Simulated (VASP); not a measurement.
# LiB2C2 (P-3m1) in VASP: a series of runs, part 2 of 2

VASP 6.6.1. The steps go on from the part before.

### 3 Single point, r2SCAN

Input file POSCAR:

```
LiB2C2
1.0
    2.7417864000      0.0000000000      0.0000000000
   -1.3708932000      2.3744595000      0.0000000000
    0.0000000000      0.0000000000      6.9777962945
Li B C
1 2 2
Direct
    0.0000000000      0.0000000000      0.5000000000
    0.3333333333      0.6666666667      0.7498100000
    0.6666666667      0.3333333333      0.2501900000
    0.3333333333      0.6666666667      0.2582200000
    0.6666666667      0.3333333333      0.7417800000
```

Input file INCAR.step1:

```
PREC = Accurate
ENCUT = 520
ISMEAR = 1
SIGMA = 0.02
LREAL = False
LASPH = True
NELM = 100
NBANDS = 16
GGA = PE
ALGO = Normal
EDIFF = 1E-4
LWAVE = True
LCHARG = False
```

Input file INCAR.step2:

```
PREC = Accurate
ENCUT = 520
EDIFF = 1E-7
ISMEAR = 1
SIGMA = 0.02
LREAL = False
LASPH = True
NELM = 100
ALGO = Normal
ISIF = 2
LWAVE = False
LCHARG = False
METAGGA = R2SCAN
LMIXTAU = True
NBANDS = 16
ISTART = 1
```

Input file KPOINTS:

```
regular mesh
0
Gamma
  15 15 5
```

Potentials or basis: VASP PAW PBE potentials, release 64 (Li_sv, B, C).

Launch:

```
$ cat potpaw_PBE.64/Li_sv/POTCAR potpaw_PBE.64/B/POTCAR potpaw_PBE.64/C/POTCAR > POTCAR
$ cp INCAR.step1 INCAR
$ mpirun -np 1 vasp_std > vasp.out
$ cp INCAR.step2 INCAR
$ mpirun -np 1 vasp_std > vasp.out
```

OUTCAR:

```text
PREC = Accurate
   ENCUT = 520
   EDIFF = 1E-7
   ISMEAR = 1
   LREAL = False
   LASPH = True
   NELM = 100
   ISIF = 2
   METAGGA = R2SCAN
   ISTART = 1

 ion  position               nearest neighbor table
   1  0.000  0.000  0.500-   4 2.31   5 2.31   5 2.31   4 2.31   5 2.31   4 2.31   2 2.35   3 2.35
                             2 2.35   3 2.35   3 2.35   2 2.35
   2  0.333  0.667  0.750-   5 1.58   5 1.58   5 1.58   1 2.35   1 2.35   1 2.35
   3  0.667  0.333  0.250-   4 1.58   4 1.58   4 1.58   1 2.35   1 2.35   1 2.35
   4  0.333  0.667  0.258-   3 1.58   3 1.58   3 1.58   1 2.31   1 2.31   1 2.31
   5  0.667  0.333  0.742-   2 1.58   2 1.58   2 1.58   1 2.31   1 2.31   1 2.31

  LATTYP: Found a hexagonal cell.
 ALAT       =     2.7417864000
 C/A-ratio  =     2.5449817296

  Lattice vectors:

 A1 = (   2.7417864000,   0.0000000000,   0.0000000000)
 A2 = (  -1.3708932000,   2.3744595000,   0.0000000000)
 A3 = (   0.0000000000,   0.0000000000,   6.9777962945)

Analysis of symmetry for initial positions (statically):
=====================================================================
 Subroutine PRICEL returns:
 Original cell was already a primitive cell.

 Routine SETGRP: Setting up the symmetry group for a
 hexagonal supercell.
[... 174 lines left out ...]

 val. band max:        2.6251059049   @ k =   0.2667   0.2000   0.2000
 cond. band min:       2.6477960224   @ k =  -0.2000   0.4667   0.2000
 fundamental gap:      0.0226901175
 Fermi energy:         2.6365548266

 k-point     1 :       0.0000    0.0000    0.0000
  band No.  band energies     occupation
      1     -43.7597      2.00000
      2     -12.0565      2.00000
      3     -11.7332      2.00000
      4      -2.7464      2.00000
      5      -0.5379      2.00000
      6       3.0594      0.00000
[... 433 lines left out ...]
      3      -7.7035      2.00000
      4      -4.6976      2.00000
      5      -4.6679      2.00000
      6      -1.9815      2.00000
[... 8 lines left out ...]
     15      14.7721      0.00000
     16      16.0953      0.00000

 [... further k-points ...]
[... 5 lines left out ...]
  --------------------------------------------------------------------------------------
  -------------------------------------------------------------------------------------
  Total       -2.5513695     -2.5513756     -0.1138724      0.0000000      0.0000000      0.0000000
  in kB      -89.9844105    -89.9846247     -4.0161731      0.0000000      0.0000000      0.0000000
  external PRESSURE =     -61.3284028 kB  Pullay stress =       0.0000000 kB

 VOLUME and BASIS-vectors are now :
 -----------------------------------------------------------------------------
  energy-cutoff  :      520.00
  volume of cell :       45.43
      direct lattice vectors                 reciprocal lattice vectors
     2.741786400  0.000000000  0.000000000     0.364725713  0.210574238  0.000000000
    -1.370893200  2.374459500  0.000000000     0.000000000  0.421148476  0.000000000
     0.000000000  0.000000000  6.977796295     0.000000000  0.000000000  0.143311722

 POSITION                                       TOTAL-FORCE (eV/Angst)
 -----------------------------------------------------------------------------------
      0.00000      0.00000      3.48890         0.000000      0.000000      0.000000
     -0.00000      1.58297      5.23202         0.000000      0.000000      0.069140
      1.37089      0.79149      1.74577         0.000000     -0.000000     -0.069140
     -0.00000      1.58297      1.80181        -0.000000     -0.000000      0.011491
      1.37089      0.79149      5.17599         0.000000      0.000000     -0.011491
 -----------------------------------------------------------------------------------
    total drift:                               -0.000000     -0.000000     -0.000000

  FREE ENERGIE OF THE ION-ELECTRON SYSTEM (eV)
  ---------------------------------------------------
  free  energy   TOTEN  =       -37.1919099310 eV

  energy  without entropy=      -37.1919227544  energy(sigma->0) =      -37.19191421
```

OUTCAR.step1:

```text
PREC = Accurate
   ENCUT = 520
   ISMEAR = 1
   LREAL = False
   LASPH = True
[... 689 lines left out ...]
     -0.00000      1.58297      5.23202         0.000000     -0.000000      0.026366
      1.37089      0.79149      1.74577         0.000000      0.000000     -0.026366
     -0.00000      1.58297      1.80181        -0.000000     -0.000000     -0.048242
      1.37089      0.79149      5.17599         0.000000     -0.000000      0.048242
 -----------------------------------------------------------------------------------
    total drift:                               -0.000000     -0.000000     -0.000000

  FREE ENERGIE OF THE ION-ELECTRON SYSTEM (eV)
  ---------------------------------------------------
  free  energy   TOTEN  =       -33.7767031462 eV

  energy  without entropy=      -33.7766320768  energy(sigma->0) =      -33.77667946
```

Wall time 4.1 min (1 thread of Oxide Virtual Turin-like, shared host); peak memory 0.18 GiB.

Results:

```
Free energy            : -37.1919 eV
Largest force          : 0.069 eV/Å
Band gap on the k mesh : zero (an odd number of electrons rules out a gap without spin polarisation)
```

Forces on the atoms (eV/Å):
```
Li   0.000  0.000  0.000
B    0.000  0.000  0.069
B    0.000  0.000 -0.069
C    0.000  0.000  0.011
C    0.000  0.000 -0.011
```

Levels at points of the mesh, in eV from the Fermi level:
```csv
k point,band 6,band 7,band 8,band 9,band 10,band 11,band 12,band 13
"(0.00, 0.00, 0.00)",0.42,0.42,0.52,0.52,5.68,9.98,9.98,10.45
```

Caveat: the cutoff is under 1.25 times the usual one of these potentials, so pressure, stress and relaxed cells hold a basis-set (Pulay) error; the PAW data sets were made with another functional, which shifts forces and pressure a little.

The gap in the log of VASP goes by the Fermi energy; the results here count the filled bands.